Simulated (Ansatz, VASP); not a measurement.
**One calculation of ZrC, two programs**

```xyz
4
Lattice="3.5316 0.0000 0.0000 -1.7658 3.0584 0.0000 0.0000 0.0000 5.5879" Properties=species:S:1:pos:R:3 pbc="T T T"
Zr    0.0000    2.0390    1.3970
Zr    1.7658    1.0195    4.1910
C     0.0000    0.0000    0.0000
C     0.0000    0.0000    2.7940
```

Alike in both runs: task single point; functional PBEsol; k mesh 15 × 15 × 8; occupations gaussian, width 0.1 eV; no spin polarisation.

|  | VASP | Ansatz |
| --- | --- | --- |
| version | VASP 6.6.1 | Ansatz 0.2.0 |
| potentials or method | VASP PAW PBE potentials, release 64 (Zr_sv, C), cutoff 520 eV | scalar-relativistic, plane waves, PAW |
| valence electrons in the cell | 32 | 32 |

|  | VASP | Ansatz | Ansatz less VASP |
| --- | --- | --- | --- |
| gap on the k mesh at the Fermi level (eV) | none | none | - |
| pressure (GPa) | -27.9 | -28.1 | -0.20 |
| traceless stress, the component that is largest in VASP (GPa) | -0.87 | -0.86 | +0.008 |

VASP's potentials were made for PBE, not for PBEsol. A gap of «none» marks a metal or a gap that the smearing closes.
